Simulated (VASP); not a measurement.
**HC24: single point with PBE+D3(BJ)**

The system is HC24, a slab with vacuum.

```xyz
50
Lattice="7.3920 0.0000 0.0000 0.0000 15.3640 0.0000 0.0000 0.0000 22.0000" Properties=species:S:1:pos:R:3 pbc="T T T"
C     0.0000    0.0000   10.0000
C     1.2321    0.5751   10.4117
C     1.2322    1.7411   11.2058
C     0.0001    2.3613   11.5467
C     0.0002    3.7023   11.9887
C     1.2321    4.4072   12.0554
C     1.2322    5.8045   11.8498
C     0.0001    6.4651   11.5943
C     0.0001    7.6839   10.8830
C     1.2323    8.2590   10.4714
C     1.2322    9.4242    9.6759
C     0.0002   10.0431    9.3327
C     0.0002   11.3831    8.8855
C     1.2322   12.0887    8.8187
C     1.2322   13.4861    9.0294
C     0.0001   14.1458    9.2872
C     2.4641   -0.0002   10.0002
C     3.6961    0.5750   10.4119
C     3.6960    1.7410   11.2065
C     2.4641    2.3606   11.5484
C     2.4639    3.7018   11.9925
C     3.6960    4.4069   12.0612
C     3.6962    5.8048   11.8517
C     2.4643    6.4649   11.5945
C     2.4643    7.6839   10.8830
C     3.6963    8.2590   10.4716
C     3.6962    9.4242    9.6760
C     2.4643   10.0431    9.3327
C     2.4642   11.3831    8.8855
C     3.6962   12.0887    8.8186
C     3.6961   13.4861    9.0293
C     2.4642   14.1457    9.2872
C     4.9280   -0.0001   10.0002
C     6.1600    0.5752   10.4117
C     6.1600    1.7413   11.2057
C     4.9281    2.3607   11.5485
C     4.9283    3.7014   11.9945
C     6.1605    4.4070   12.0593
C     6.1602    5.8050   11.8516
C     4.9283    6.4649   11.5952
C     4.9282    7.6838   10.8832
C     6.1601    8.2591   10.4716
C     6.1602    9.4242    9.6760
C     4.9282   10.0432    9.3327
C     4.9282   11.3831    8.8854
C     6.1602   12.0887    8.8187
C     6.1601   13.4861    9.0293
C     4.9281   14.1457    9.2872
H     0.4198    3.2758   15.0604
H     1.0192    3.7181   15.1504
```

```
Program             : VASP 6.6.1
Task                : single point
Functional          : PBE
Dispersion          : D3(BJ)
Potentials or basis : VASP PAW PBE potentials, release 64 (C, H)
Cutoff              : 520 eV
k mesh              : 4 × 2 × 1
Occupations         : gaussian, width 0.05 eV
Spin                : no spin polarisation
```

| Quantity | Value |
| --- | --- |
| Largest force | 0.022 eV/Å |
| Band gap on the k mesh | 0.24 eV |
| Dispersion energy per atom | -0.087 eV |

Forces on the atoms (eV/Å):
```
C    0.003  0.003 -0.002
C    0.014 -0.007 -0.005
C    0.014  0.000  0.003
C    0.003 -0.007  0.007
C    0.002  0.000  0.011
C    0.006 -0.001  0.014
C    0.015  0.016  0.006
C   -0.003 -0.005  0.009
C    0.003  0.001  0.007
C    0.007  0.003 -0.003
C    0.000  0.002 -0.010
C    0.000 -0.005 -0.007
C   -0.001  0.001 -0.014
C    0.013 -0.002 -0.004
C   -0.005  0.004 -0.009
C    0.000  0.003 -0.013
C    0.004  0.002 -0.006
C   -0.002 -0.003  0.000
C    0.005 -0.002  0.003
C   -0.008 -0.002  0.013
C    0.009 -0.012  0.009
C    0.001  0.006  0.014
C   -0.001  0.004  0.009
C   -0.012 -0.003  0.007
C    0.000  0.004  0.001
C    0.001  0.003 -0.007
C   -0.001  0.002 -0.006
C   -0.005 -0.002  0.001
C   -0.001  0.001 -0.010
C    0.000 -0.004 -0.010
C    0.001  0.003 -0.010
C   -0.006  0.002 -0.014
C   -0.003  0.003 -0.006
C   -0.013 -0.007 -0.005
C   -0.019 -0.002  0.001
C    0.004  0.000  0.014
C   -0.004 -0.011  0.012
C   -0.011  0.006  0.015
C   -0.011  0.003  0.008
C    0.011  0.003  0.005
C    0.000  0.002  0.003
C   -0.008  0.004 -0.003
C    0.000  0.002 -0.010
C    0.002 -0.003  0.002
C    0.002  0.001 -0.010
C   -0.014 -0.003 -0.005
C    0.003  0.004 -0.010
C    0.006  0.002 -0.014
H    0.002  0.001  0.010
H   -0.001 -0.008  0.009
```

Levels at points of the mesh, in eV from the valence-band top:
| k point | band 93 | band 94 | band 95 | band 96 | band 97 | band 98 | band 99 | band 100 | band 101 | band 102 |
| --- | --- | --- | --- | --- | --- | --- | --- | --- | --- | --- |
| (0.00, 0.00, 0.00) | -1.91 | -1.86 | -1.85 | 0.00 | 0.00 | 0.24 | 0.25 | 1.72 | 1.89 | 1.90 |
| (0.50, 0.00, 0.00) | -2.53 | -2.31 | -2.31 | -1.48 | -1.47 | 1.49 | 1.50 | 1.70 | 1.70 | 2.20 |
| (0.00, 0.50, 0.00) | -2.61 | -0.88 | -0.88 | -0.88 | -0.88 | 1.06 | 1.06 | 1.06 | 1.07 | 2.39 |
| (0.50, 0.50, 0.00) | -2.39 | -2.08 | -2.07 | -2.07 | -2.07 | 1.86 | 1.87 | 1.87 | 1.87 | 2.16 |

It took 6.1 min on 1 × NVIDIA H100 80GB with 1 thread of AMD EPYC 7R13 Processor (Zen 3), on a shared host, peak memory 2.9 GiB.

Caveat: there is no dipole correction, which matters where the two faces differ.
